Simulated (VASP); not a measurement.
A run of VASP 6.6.1 is set up as follows.

The input INCAR:

```
SYSTEM = Ag
PREC = Accurate
ENCUT = 400
EDIFF = 1E-6
ISMEAR = -1
SIGMA = 0.1
LREAL = .False.
LASPH = .True.
NELM = 120
ALGO = Normal
ISIF = 2
LWAVE = .False.
LCHARG = .True.
GGA = PS
LELF = .True.
LVHAR = .True.
NBANDS = 48
GGA_COMPAT = .False.
```

KPOINTS

```
regular mesh
0
Gamma
  2 2 2
  0 0 0
```

The input POSCAR:

```
Ag
1.0
    0.0000000000      4.0855000000      4.0855000000
    4.0855000000      0.0000000000      4.0855000000
    4.0855000000      4.0855000000      0.0000000000
Ag
7
Direct
    0.0274700771     -0.0274970016      0.3961439236
    0.0011730510      0.5074591849     -0.0176701750
   -0.0292026680      0.4319061314      0.5511603231
    0.5680118713      0.0292190674     -0.0460894627
    0.4924535553     -0.0009585118      0.4910165218
    0.4434269979      0.5565098519      0.0142670420
    0.4966671154      0.5033612777      0.4861719496
```

Potentials or basis: VASP PAW PBE potentials, release 64 (Ag).

Run with:

```bash
$ cat potpaw_PBE.64/Ag/POTCAR > POTCAR
$ mpirun -np 1 vasp_std > vasp.out
```

(1) Predict the largest force.

(2) Estimate the pressure.

Results:

(1) 0.140 eV/Å.

(2) -5.1 GPa.

Caveat: the k points lie up to 0.67 Å⁻¹ apart; the PAW data sets were made with another functional, which shifts forces and pressure a little.
